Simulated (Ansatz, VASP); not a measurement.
**Bi2Se3 in VASP and in Ansatz**

INCAR

```
PREC = Accurate
ENCUT = 520
EDIFF = 1E-8
ISMEAR = -1
SIGMA = 0.03
LREAL = False
LASPH = True
NELM = 100
ALGO = Normal
ISIF = 2
LWAVE = False
LCHARG = False
GGA = PS
LEFG = True
NBANDS = 32
```

KPOINTS

```
Automatic mesh
0
Gamma
  6 6 6
```

POSCAR

```
Bi2Se3
1.0
    2.0783814048      1.1999540635      9.5770422928
   -2.0783814048      1.1999540635      9.5770422928
    0.0000000000     -2.3999081271      9.5770422928
Bi Se
2 3
Direct
    0.4008000000      0.4008000000      0.4008000000
    0.5992000000      0.5992000000      0.5992000000
    0.0000000000      0.0000000000      0.0000000000
    0.2117000000      0.2117000000      0.2117000000
    0.7883000000      0.7883000000      0.7883000000
```

Input for Ansatz:

```yaml
crystal:
  lattice:
    - [2.0783814048, 1.1999540635, 9.5770422928]
    - [-2.0783814048, 1.1999540635, 9.5770422928]
    - [0.0, -2.3999081271, 9.5770422928]
  atoms:
    - { symbol: Bi, position: [0.4008, 0.4008, 0.4008] }
    - { symbol: Bi, position: [0.5992, 0.5992, 0.5992] }
    - { symbol: Se, position: [0.0, 0.0, 0.0] }
    - { symbol: Se, position: [0.2117, 0.2117, 0.2117] }
    - { symbol: Se, position: [0.7883, 0.7883, 0.7883] }
kpoints:
  mp_grid: { grid: [6, 6, 6] }
scf:
  occupations: { method: fermi_dirac, width: 0.03 }
hamiltonian:
  xc: pbesol
  pseudopotentials: { kind: all_electron, datasets: crystal }
output:
  forces: true
  stress: true
  eigenvalues: true
  efg: { contact_densities: true }
```

Change from the starting cell: volume scaled by 1.01, crystal datasets.

Alike in both runs: task electric field gradients; functional PBEsol; k mesh 6 × 6 × 6; occupations fermi-dirac, width 0.03 eV; no spin polarisation.

|  | VASP | Ansatz |
| --- | --- | --- |
| version | VASP 6.6.1 | Ansatz 0.2.0 |
| potentials or method | VASP PAW PBE potentials, release 64 (Bi_d, Se), cutoff 520 eV | all-electron PAW with datasets made for the crystal, scalar-relativistic |

```csv
,VASP,Ansatz,Ansatz less VASP
pressure (GPa),-0.9,-0.9,-0.03
rms of the force components (eV/Å),0.059,0.054,-0.0047
size of Vzz on the site where it differs most (V/Å²),72.7,76.3,+3.52
```

VASP's potentials were made for PBE, not for PBEsol. Atom by atom the forces differ by 0.007 eV/Å (rms over components). Ansatz ran all-electron here, and VASP with PAW potentials.

Spin-orbit coupling is off throughout.
